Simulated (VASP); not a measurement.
A run of VASP 6.6.1:

Contents of INCAR:

```
PREC = Accurate ; ENCUT = 520
EDIFF = 1E-7 ; ISMEAR = -1
SIGMA = 0.05 ; LREAL = False
LASPH = True ; NELM = 60
ALGO = Normal ; ISIF = 2
LWAVE = False ; LCHARG = True
GGA = PS ; LELF = True
LVHAR = True ; NBANDS = 17
```

Contents of KPOINTS:

```
Automatic mesh
0
Gamma
  7 7 7
```

Contents of POSCAR:

```
PbSe
1.0
    3.8341214214      0.0000000000      0.0000000000
    0.0000000000      3.8341214214      0.0000000000
    0.0000000000      0.0000000000      3.8341214214
Pb Se
1 1
Direct
    0.0000000000      0.0000000000      0.0000000000
    0.5000000000      0.5000000000      0.5000000000
```

Potentials or basis: VASP PAW PBE potentials, release 64 (Pb_d, Se).

The run is started by

```console
$ cat potpaw_PBE.64/Pb_d/POTCAR potpaw_PBE.64/Se/POTCAR > POTCAR
$ mpirun -np 1 vasp_std > vasp.out
```

Hardware: 1 thread of AMD EPYC 7R13, on a shared host.

Estimate the wall time of this run.

Wall time 38 s on 1 thread of AMD EPYC 7R13 (shared host), peak memory 0.15 GiB. Counts: scf iterations 14, k points 20.
